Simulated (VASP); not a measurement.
# HfN (Fm-3m) in VASP: density of states with LDA

Aim: the density of states of HfN with LDA.

Everything below comes from runs of VASP 6.6.1. Logs are shortened: lines on timing, memory, paths and dates and some standing lists are left out, and cuts for length are marked.

### Step 1. The cell of the first run

The structure is cubic, space group Fm-3m (No. 225). Conventional cell: a = 4.548 Å, b = 4.548 Å, c = 4.548 Å, α = 90.00°, β = 90.00°, γ = 90.00°. Within 3.0 Å of Hf (site symmetry m-3m) lie 6 N at 2.27 Å. N (site symmetry m-3m) has 6 Hf at 2.27 Å within 3.0 Å.

### Step 2. Density of states, LDA

POSCAR

```
HfN
1.0
    0.0000000000      2.2737745046      2.2737745046
    2.2737745046      0.0000000000      2.2737745046
    2.2737745046      2.2737745046      0.0000000000
Hf N
1 1
Direct
    0.0000000000      0.0000000000      0.0000000000
    0.5000000000      0.5000000000      0.5000000000
```

INCAR.step1

```
SYSTEM = HfN
PREC = Accurate
ENCUT = 520
EDIFF = 1E-7
ISMEAR = 1
SIGMA = 0.15
LREAL = .False.
LASPH = .True.
NELM = 100
ALGO = Normal
ISIF = 2
LWAVE = .False.
LCHARG = .True.
LMAXMIX = 4
GGA = CA
NBANDS = 14
```

KPOINTS.step1

```
Automatic mesh
0
Gamma
  11 11 11
  0 0 0
```

INCAR.step2

```
SYSTEM = HfN
PREC = Accurate
ENCUT = 520
EDIFF = 1E-7
ISMEAR = -5
SIGMA = 0.15
LREAL = .False.
LASPH = .True.
NELM = 100
ALGO = Normal
ISIF = 2
LWAVE = .False.
LCHARG = .False.
LMAXMIX = 4
GGA = CA
LORBIT = 10
NBANDS = 14
NEDOS = 2001
ICHARG = 11
```

KPOINTS.step2

```
Automatic mesh
0
Gamma
  17 17 17
  0 0 0
```

Potentials or basis: VASP PAW LDA potentials, release 64 (Hf_pv, N).

On the command line:

```
$ cat potpaw_LDA.64/Hf_pv/POTCAR potpaw_LDA.64/N/POTCAR > POTCAR
$ cp INCAR.step1 INCAR
$ cp KPOINTS.step1 KPOINTS
$ mpirun -np 1 vasp_std > vasp.out
$ cp INCAR.step2 INCAR
$ cp KPOINTS.step2 KPOINTS
$ mpirun -np 1 vasp_std > vasp.out
```

OUTCAR:

```text
SYSTEM = HfN
   PREC = Accurate
   ENCUT = 520
   EDIFF = 1E-7
   ISMEAR = -5
   LREAL = .False.
   LASPH = .True.
   NELM = 100
   ISIF = 2
   GGA = CA
   LORBIT = 10
   ICHARG = 11

 ion  position               nearest neighbor table
   1  0.000  0.000  0.000-   2 2.27   2 2.27   2 2.27   2 2.27   2 2.27   2 2.27
   2  0.500  0.500  0.500-   1 2.27   1 2.27   1 2.27   1 2.27   1 2.27   1 2.27

  LATTYP: Found a face centered cubic cell.
 ALAT       =     4.5475490092

  Lattice vectors:

 A1 = (   0.0000000000,   2.2737745046,   2.2737745046)
 A2 = (   2.2737745046,   0.0000000000,   2.2737745046)
 A3 = (   2.2737745046,   2.2737745046,   0.0000000000)

Analysis of symmetry for initial positions (statically):
=====================================================================
 Subroutine PRICEL returns:
 Original cell was already a primitive cell.

 Routine SETGRP: Setting up the symmetry group for a
 face centered cubic supercell.

 Subroutine GETGRP returns: Found 48 space group operations
 (whereof 48 operations were pure point group operations)
 out of a pool of 48 trial point group operations.

The static configuration has the point symmetry O_h .

Analysis of symmetry for dynamics (positions and initial velocities):
=====================================================================
 Subroutine PRICEL returns:
 Original cell was already a primitive cell.

 Routine SETGRP: Setting up the symmetry group for a
 face centered cubic supercell.

 Subroutine GETGRP returns: Found 48 space group operations
 (whereof 48 operations were pure point group operations)
 out of a pool of 48 trial point group operations.

The dynamic configuration has the point symmetry O_h .

 Subroutine INISYM returns: Found 48 space group operations
 (whereof 48 operations are pure point group operations),
 and found     1 'primitive' translations

----------------------------------------------------------------------------------------

                                     Primitive cell

  volume of cell :      23.5111

  direct lattice vectors                    reciprocal lattice vectors
     0.000000000  2.273774505  2.273774505    -0.219898675  0.219898675  0.219898675
     2.273774505  0.000000000  2.273774505     0.219898675 -0.219898675  0.219898675
     2.273774505  2.273774505  0.000000000     0.219898675  0.219898675 -0.219898675

  length of vectors
     3.215602742  3.215602742  3.215602742     0.380875677  0.380875677  0.380875677

  position of ions in fractional coordinates (direct lattice)
     0.000000000  0.000000000  0.000000000
     0.500000000  0.500000000  0.500000000

[... 92 lines left out ...]
   EFERMI =   0.00;   METHOD = LEGACY
   ISMEAR =    -5;   SIGMA  =   0.15  broadening in eV -4-tet -1-fermi 0-gaus
   EFERMI_NEDOS =   21; number of points for ismear=-14 and -15
   IALGO  =     38    algorithm
   IMIX   =      4    mixing-type and parameters
     AMIX     =   0.40;   BMIX     =  1.00
     AMIX_MAG =   1.60;   BMIX_MAG =  1.00
  volume/ion in A,a.u.               =      11.76        79.33
  Fermi-wavevector in a.u.,A,eV,Ry     =   1.409336  2.663259 27.024270  1.986228
  Thomas-Fermi vector in A             =   2.531402
   LORBIT       =     10    0 simple, 1 ext, 2 COOP (PROOUT), +10 PAW based schemes
   GGA     = CA    functional components
   LHFCALC =     F    Hartree Fock is set to
   AEXX    =    0.0000 exact exchange contribution
   IVDW    =     0    specifies the selected vdW correction
   LEPSILON=     F    determine dielectric tensor
   LRPA    =     F    only Hartree local field effects (RPA)
 non-spin polarized calculation
 Fermi weights with tetrahedron method with Bloechl corrections
  energy-cutoff  :      520.00
  volume of cell :       23.51
 maximum number of plane-waves:       644

 number of electron      14.9999999 magnetization

 Free energy of the ion-electron system (eV)
  ---------------------------------------------------
  ext. energy  EPLUGINS =         0.00000000
  ---------------------------------------------------
  free energy    TOTEN  =       -23.80406807 eV

  energy without entropy =      -23.80406807  energy(sigma->0) =      -23.80406807

 E-fermi :   8.0340     XC(G=0): -12.8794

 val. band max:        7.9698693595   @ k =  -0.1176   0.0588   0.0000
 cond. band min:       8.0145897567   @ k =  -0.3529   0.3529   0.0588
 fundamental gap:      0.0447203971
 Fermi energy:         8.0340052965

 k-point     1 :       0.0000    0.0000    0.0000
  band No.  band energies     occupation
      1     -22.9975      2.00000
      2     -22.9975      2.00000
      3     -22.9975      2.00000
      4      -9.0990      2.00000
      5       5.0912      2.00000
      6       5.0912      2.00000
      7       5.0912      2.00000
      8       7.6345      2.00000
      9       7.6345      2.00000
     10       7.6345      2.00000
     11       9.8172      0.00000
     12       9.8746      0.00000
     13       9.8746      0.00000
     14      17.6222      0.00000
[... 377 lines left out ...]
      1     -23.1831      2.00000
      2     -23.0376      2.00000
      3     -23.0041      2.00000
      4      -8.6285      2.00000
      5       3.3535      2.00000
      6       3.9478      2.00000
      7       4.3543      2.00000
      8       7.9699      1.84659
      9       8.0383      0.17904
     10       8.6845      0.00000
     11      10.3763      0.00000
     12      11.5504      0.00000
     13      11.7183      0.00000
     14      19.1595      0.00000

 [... further k-points ...]
[... 5 lines left out ...]
  --------------------------------------------------------------------------------------
  -------------------------------------------------------------------------------------
  Total       -2.2861400     -2.2861400     -2.2861400      0.0000000     -0.0000000      0.0000000
  in kB     -155.7905940   -155.7905940   -155.7905940      0.0000000     -0.0000000      0.0000000
  external PRESSURE =    -155.7905940 kB  Pullay stress =       0.0000000 kB

 VOLUME and BASIS-vectors are now :
 -----------------------------------------------------------------------------
  energy-cutoff  :      520.00
  volume of cell :       23.51
      direct lattice vectors                 reciprocal lattice vectors
     0.000000000  2.273774505  2.273774505    -0.219898675  0.219898675  0.219898675
     2.273774505  0.000000000  2.273774505     0.219898675 -0.219898675  0.219898675
     2.273774505  2.273774505  0.000000000     0.219898675  0.219898675 -0.219898675

 POSITION                                       TOTAL-FORCE (eV/Angst)
 -----------------------------------------------------------------------------------
      0.00000      0.00000      0.00000        -0.000000      0.000000     -0.000000
      2.27377      2.27377      2.27377         0.000000     -0.000000      0.000000
 -----------------------------------------------------------------------------------
    total drift:                                0.000000     -0.000000     -0.000000

  FREE ENERGIE OF THE ION-ELECTRON SYSTEM (eV)
  ---------------------------------------------------
  free  energy   TOTEN  =       -23.8040680718 eV

  energy  without entropy=      -23.8040680718  energy(sigma->0) =      -23.80406807

 total charge

# of ion       s       p       d       tot
------------------------------------------
    1        0.288   6.558   1.758   8.603
    2        1.218   2.467   0.000   3.685
--------------------------------------------------
tot          1.506   9.025   1.758  12.288
```

OSZICAR.step1:

```text
N       E                     dE             d eps       ncg     rms          rms(c)
DAV:   1     0.342445987921E+02    0.34245E+02   -0.77326E+03  1584   0.100E+03
DAV:   2    -0.249464500228E+02   -0.59191E+02   -0.55266E+02  2084   0.223E+02
DAV:   3    -0.267846213800E+02   -0.18382E+01   -0.18321E+01  1760   0.315E+01
DAV:   4    -0.267909182490E+02   -0.62969E-02   -0.62960E-02  1886   0.226E+00
DAV:   5    -0.267909587413E+02   -0.40492E-04   -0.40492E-04  1794   0.157E-01    0.485E+01
DAV:   6    -0.239730140068E+02    0.28179E+01   -0.85967E+00  1664   0.218E+01    0.420E+01
DAV:   7    -0.238404201767E+02    0.13259E+00   -0.47300E-01  1952   0.524E+00    0.266E+01
DAV:   8    -0.238046786357E+02    0.35742E-01   -0.14483E-01  1928   0.308E+00    0.529E+00
DAV:   9    -0.237985656015E+02    0.61130E-02   -0.15450E-02  1814   0.997E-01    0.190E+00
DAV:  10    -0.237984601737E+02    0.10543E-03   -0.80869E-04  2032   0.249E-01    0.344E-01
DAV:  11    -0.237984354588E+02    0.24715E-04   -0.61975E-05  1748   0.704E-02    0.616E-02
DAV:  12    -0.237984348330E+02    0.62578E-06   -0.62266E-06  2080   0.208E-02    0.245E-03
DAV:  13    -0.237984348185E+02    0.14490E-07   -0.86441E-08  1142   0.294E-03
   1 F= -.23798435E+02 E0= -.23798139E+02  d E =-.888925E-03
```

Run time: 13 s. Hardware: 1 thread of Intel Xeon 6975P-C (Granite Rapids), shared host; peak memory 0.17 GiB.

Results:

* Valence electrons inside the program's atomic spheres: Hf 8.60; N 3.69

Caveat: spin-orbit coupling is left out, which moves the levels of the heavy elements; tetrahedron occupations give inexact forces and stress in metals.
